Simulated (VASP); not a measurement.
# ZrCdF4 (F-43m) in VASP: a series of runs

The runs below take ZrCdF4 through single point, relaxation of cell and atoms, with PBE.

Program: VASP 6.6.1. These are calculated values, not measurements. Logs are shortened: lines on timing, memory, paths and dates and some standing lists are left out, and cuts for length are marked.

### 1 The cell of the first run

Symmetry: F-43m, No. 216, cubic system. The conventional cell has a = 6.641 Å, b = 6.641 Å, c = 6.641 Å, α = 90.00°, β = 90.00°, γ = 90.00°. Within 3.6 Å of Zr (site symmetry -43m) lie 12 F at 2.75 Å and 4 Cd at 2.88 Å. Within 3.6 Å of Cd (site symmetry -43m) lie 12 F at 2.75 Å and 4 Zr at 2.88 Å. Within 3.1 Å of F (site symmetry 3m) lie 6 F at 2.34 to 2.36 Å and 3 Zr at 2.75 Å and 3 Cd at 2.75 Å.

### 2 Single point, PBE

Contents of INCAR:

```
ALGO = Normal
EDIFF = 1E-6
ENCUT = 520
GGA = PE
ISIF = 2
ISMEAR = 0
LASPH = True
LCHARG = True
LELF = True
LREAL = False
LVHAR = True
LWAVE = False
NBANDS = 35
NELM = 100
PREC = Accurate
SIGMA = 0.02
```

Contents of KPOINTS:

```
k-points
0
Gamma
  10 10 10
```

Contents of POSCAR:

```
ZrCdF4
1.0
    0.0000000000      3.3206134080      3.3206134080
    3.3206134080      0.0000000000      3.3206134080
    3.3206134080      3.3206134080      0.0000000000
Zr Cd F
1 1 4
Direct
    0.0000000000      0.0000000000      0.0000000000
    0.7500000000      0.7500000000      0.7500000000
    0.3743168820      0.3743168820      0.8770493539
    0.3743168820      0.3743168820      0.3743168820
    0.8770493539      0.3743168820      0.3743168820
    0.3743168820      0.8770493539      0.3743168820
```

Potentials or basis: VASP PAW PBE potentials, release 64 (Zr_sv, Cd, F).

Started as:

```
$ cat potpaw_PBE.64/Zr_sv/POTCAR potpaw_PBE.64/Cd/POTCAR potpaw_PBE.64/F/POTCAR > POTCAR
$ mpirun -np 1 vasp_std > vasp.out
```

OUTCAR:

```text
EDIFF = 1E-6
   ENCUT = 520
   GGA = PE
   ISIF = 2
   ISMEAR = 0
   LASPH = True
   LREAL = False
   NELM = 100
   PREC = Accurate

 ion  position               nearest neighbor table
   1  0.000  0.000  0.000-   5 2.75   6 2.75   3 2.75   4 2.75   4 2.75   4 2.75   3 2.75   5 2.75
                             5 2.75   3 2.75   6 2.75   6 2.75   2 2.88   2 2.88   2 2.88   2 2.88
   2  0.750  0.750  0.750-   3 2.75   6 2.75   3 2.75   5 2.75   5 2.75   6 2.75   4 2.75   4 2.75
                             4 2.75   3 2.75   5 2.75   6 2.75   1 2.88   1 2.88   1 2.88   1 2.88
   3  0.374  0.374  0.877-   1 2.75   1 2.75   1 2.75   2 2.75   2 2.75   2 2.75
   4  0.374  0.374  0.374-   1 2.75   1 2.75   1 2.75   2 2.75   2 2.75   2 2.75
   5  0.877  0.374  0.374-   1 2.75   1 2.75   1 2.75   2 2.75   2 2.75   2 2.75
   6  0.374  0.877  0.374-   1 2.75   1 2.75   1 2.75   2 2.75   2 2.75   2 2.75

  LATTYP: Found a face centered cubic cell.
 ALAT       =     6.6412268160

  Lattice vectors:

 A1 = (   0.0000000000,   3.3206134080,   3.3206134080)
 A2 = (   3.3206134080,   0.0000000000,   3.3206134080)
 A3 = (   3.3206134080,   3.3206134080,   0.0000000000)

Analysis of symmetry for initial positions (statically):
=====================================================================
 Subroutine PRICEL returns:
 Original cell was already a primitive cell.

 Routine SETGRP: Setting up the symmetry group for a
 face centered cubic supercell.

 Subroutine GETGRP returns: Found 24 space group operations
 (whereof 24 operations were pure point group operations)
 out of a pool of 48 trial point group operations.

The static configuration has the point symmetry T_d .

Analysis of symmetry for dynamics (positions and initial velocities):
=====================================================================
 Subroutine PRICEL returns:
 Original cell was already a primitive cell.

 Routine SETGRP: Setting up the symmetry group for a
 face centered cubic supercell.

 Subroutine GETGRP returns: Found 24 space group operations
 (whereof 24 operations were pure point group operations)
 out of a pool of 48 trial point group operations.

The dynamic configuration has the point symmetry T_d .

 Subroutine INISYM returns: Found 24 space group operations
 (whereof 24 operations are pure point group operations),
 and found     1 'primitive' translations
[... 97 lines left out ...]
   ISPIN  =      1    spin polarized calculation?
   LNONCOLLINEAR =      F non collinear calculations
   LSORBIT =      F    spin-orbit coupling
   LASPH  =      T    aspherical Exc in radial PAW
   ENCUT  =  520.0 eV  38.22 Ry    6.18 a.u.   8.73  8.73  8.73*2*pi/ulx,y,z
   NELM   =    100;   NELMIN=  2; NELMDL= -5     # of ELM steps
   EDIFF  = 0.1E-05   stopping-criterion for ELM
   LREAL  =      F    real-space projection
   EDIFFG = 0.1E-04   stopping-criterion for IOM
   NSW    =      0    number of steps for IOM
   IBRION =     -1    ionic relax: 0-MD 1-quasi-New 2-CG
   NFREE  =      0    steps in history (QN), initial steepest desc. (CG)
   ISIF   =      2    stress and relaxation
   ISYM   =      2    0-nonsym 1-usesym 2-fastsym
   POTIM  = 0.5000    time-step for ionic-motion
   TEBEG  =    0.0;   TEEND  =   0.0 temperature during run
   PSTRESS=    0.0 pullay stress
   NELECT =      52.0000    total number of electrons
   NUPDOWN=      -1.0000    fix difference up-down
   EMIN   =  10.00;   EMAX   =-10.00  energy-range for DOS
   EFERMI =   0.00;   METHOD = LEGACY
   ISMEAR =     0;   SIGMA  =   0.02  broadening in eV -4-tet -1-fermi 0-gaus
   EFERMI_NEDOS =   21; number of points for ismear=-14 and -15
   IALGO  =     38    algorithm
   IMIX   =      4    mixing-type and parameters
     AMIX     =   0.40;   BMIX     =  1.00
     AMIX_MAG =   1.60;   BMIX_MAG =  1.00
  volume/ion in A,a.u.               =      12.20        82.36
  Fermi-wavevector in a.u.,A,eV,Ry     =   1.460543  2.760026 29.023749  2.133185
  Thomas-Fermi vector in A             =   2.576980
   LORBIT       =      0    0 simple, 1 ext, 2 COOP (PROOUT), +10 PAW based schemes
   GGA     = PE    functional components
   LHFCALC =     F    Hartree Fock is set to
   AEXX    =    0.0000 exact exchange contribution
   IVDW    =     0    specifies the selected vdW correction
   LEPSILON=     F    determine dielectric tensor
   LRPA    =     F    only Hartree local field effects (RPA)
 non-spin polarized calculation
 Gauss-broadening in eV      SIGMA  =   0.02
  energy-cutoff  :      520.00
  volume of cell :       73.23
 maximum number of plane-waves:      1989
   NGX = 17   NGY = 17   NGZ = 17

 number of electron      52.0000007 magnetization

 Free energy of the ion-electron system (eV)
  ---------------------------------------------------
  ext. energy  EPLUGINS =         0.00000000
  ---------------------------------------------------
  free energy    TOTEN  =       -24.06044636 eV

  energy without entropy =      -24.06044636  energy(sigma->0) =      -24.06044636

 E-fermi :   4.2395     XC(G=0): -11.3619

 val. band max:        3.9926180306   @ k =   0.5000   0.5000   0.0000
 cond. band min:       4.5867656542   @ k =  -0.3000   0.5000   0.2000
 fundamental gap:      0.5941476236
 Fermi energy:         4.2395086750

 k-point     1 :       0.0000    0.0000    0.0000
  band No.  band energies     occupation
      1     -47.0582      2.00000
      2     -24.9007      2.00000
      3     -24.9007      2.00000
      4     -24.9007      2.00000
      5     -18.4524      2.00000
      6     -16.8393      2.00000
[... 901 lines left out ...]
     34      11.4637      0.00000
     35      15.7664      0.00000

 [... further k-points ...]
[... 5 lines left out ...]
  --------------------------------------------------------------------------------------
  -------------------------------------------------------------------------------------
  Total        0.0301305      0.0301305      0.0301305      0.0000000      0.0000000      0.0000000
  in kB        0.6592226      0.6592226      0.6592226      0.0000000      0.0000000      0.0000000
  external PRESSURE =       0.6592226 kB  Pullay stress =       0.0000000 kB

 VOLUME and BASIS-vectors are now :
 -----------------------------------------------------------------------------
  energy-cutoff  :      520.00
  volume of cell :       73.23
      direct lattice vectors                 reciprocal lattice vectors
     0.000000000  3.320613408  3.320613408    -0.150574589  0.150574589  0.150574589
     3.320613408  0.000000000  3.320613408     0.150574589 -0.150574589  0.150574589
     3.320613408  3.320613408  0.000000000     0.150574589  0.150574589 -0.150574589

 POSITION                                       TOTAL-FORCE (eV/Angst)
 -----------------------------------------------------------------------------------
      0.00000      0.00000      0.00000        -0.000000     -0.000000     -0.000000
      4.98092      4.98092      4.98092        -0.000000     -0.000000     -0.000000
      4.15530      4.15530      2.48592         0.002299      0.002299     -0.002299
      2.48592      2.48592      2.48592        -0.002299     -0.002299     -0.002299
      2.48592      4.15530      4.15530        -0.002299      0.002299      0.002299
      4.15530      2.48592      4.15530         0.002299     -0.002299      0.002299
 -----------------------------------------------------------------------------------
    total drift:                                0.000001      0.000001      0.000002

  FREE ENERGIE OF THE ION-ELECTRON SYSTEM (eV)
  ---------------------------------------------------
  free  energy   TOTEN  =       -24.0604463600 eV

  energy  without entropy=      -24.0604463600  energy(sigma->0) =      -24.06044636
```

It took 2.3 min on 1 thread of Intel Xeon Platinum 8259CL at 2.50GHz (Skylake/Cascade Lake), shared host; peak memory 0.27 GiB.

Results:

```
Free energy            : -24.0604 eV
Pressure               : 0.1 GPa
Largest force          : 0.004 eV/Å
Band gap on the k mesh : 0.59 eV, indirect (least direct gap 0.79 eV)
```

Forces on the atoms (eV/Å):
```
Zr   0.000  0.000  0.000
Cd   0.000  0.000  0.000
F    0.002  0.002 -0.002
F   -0.002 -0.002 -0.002
F   -0.002  0.002  0.002
F    0.002 -0.002  0.002
```

A k mesh can miss the band edges.

### 3 Relaxation of cell and atoms, PBE

Contents of INCAR:

```
SYSTEM = ZrCdF4
ALGO     = Normal         ! electronic algorithm
EDIFF    = 1E-6           ! SCF threshold, eV
EDIFFG   = -0.01          ! ionic threshold
ENCUT    = 600            ! plane-wave cutoff, eV
GGA      = PE             ! functional
IBRION   = 2              ! ionic algorithm
ISIF     = 3              ! what is computed and relaxed
ISMEAR   = 0              ! smearing method
LASPH    = .True.         ! aspherical terms in the spheres
LCHARG   = .False.        ! write CHGCAR
LREAL    = .False.        ! projectors in reciprocal space
LWAVE    = .False.        ! write WAVECAR
NELM     = 100            ! most SCF steps
NSW      = 100            ! ionic steps
PREC     = Accurate       ! precision mode
SIGMA    = 0.02           ! smearing width, eV
```

Contents of KPOINTS:

```
k-points
0
Gamma
  10 10 10
  0 0 0
```

Contents of POSCAR:

```
ZrCdF4
1.0
    0.0000000000      3.3215929872      3.3215929872
    3.3215929872      0.0000000000      3.3215929872
    3.3215929872      3.3215929872      0.0000000000
Zr Cd F
1 1 4
Direct
    0.0000000000      0.0000000000      0.0000000000
    0.7500000000      0.7500000000      0.7500000000
    0.3743477039      0.3743477039      0.8769568883
    0.3743477039      0.3743477039      0.3743477039
    0.8769568883      0.3743477039      0.3743477039
    0.3743477039      0.8769568883      0.3743477039
```

Potentials or basis: VASP PAW PBE potentials, release 64 (Zr_sv, Cd, F).

Started as:

```
$ cat potpaw_PBE.64/Zr_sv/POTCAR potpaw_PBE.64/Cd/POTCAR potpaw_PBE.64/F/POTCAR > POTCAR
$ mpirun -np 1 vasp_std > vasp.out
```

Run time: 5.2 min. Hardware: 1 thread of Intel Xeon Platinum 8259CL at 2.50GHz (Skylake/Cascade Lake), shared host; peak memory 0.34 GiB.

The run converged. Its results:

```
Free energy                            : -24.0660 eV
Relaxed volume                         : 12.21 Å³/atom
Relaxed cell                           : a = 4.696 Å, b = 4.696 Å, c = 4.696 Å, α = 60.00°, β = 60.00°, γ = 60.00°
Space group after relaxing (to 0.05 Å) : F-43m (No. 216)
Energy gained by relaxing              : 0.0 meV/atom
Ionic steps                            : 2
Pressure after relaxing                : 0.0 GPa
Band gap on the k mesh                 : 0.59 eV, indirect (least direct gap 0.79 eV)
```

Final structure:
```
Zr Cd F
1.0
     0.00000    3.32078    3.32078
     3.32078    0.00000    3.32078
     3.32078    3.32078    0.00000
Zr Cd F
1 1 4
Direct
  0.00000 0.00000 0.00000
  0.75000 0.75000 0.75000
  0.37430 0.37430 0.87711
  0.37430 0.37430 0.37430
  0.87711 0.37430 0.37430
  0.37430 0.87711 0.37430
```

Levels at points of the mesh, in eV from the valence-band top:
| k point | band 22 | band 23 | band 24 | band 25 | band 26 | band 27 | band 28 | band 29 | band 30 | band 31 |
| --- | --- | --- | --- | --- | --- | --- | --- | --- | --- | --- |
| (0.00, 0.00, 0.00) | -1.52 | -1.52 | -0.26 | -0.26 | -0.26 | 1.01 | 1.01 | 1.01 | 2.29 | 2.29 |
| (0.50, 0.00, 0.00) | -2.08 | -1.50 | -0.88 | -0.37 | -0.37 | 1.24 | 1.24 | 1.82 | 1.82 | 3.20 |
| (0.50, 0.50, 0.00) | -2.64 | -2.61 | -0.49 | -0.49 | 0.00 | 0.81 | 0.97 | 0.97 | 2.11 | 3.36 |

A k mesh can miss the band edges.

[end of part 1 of 2]
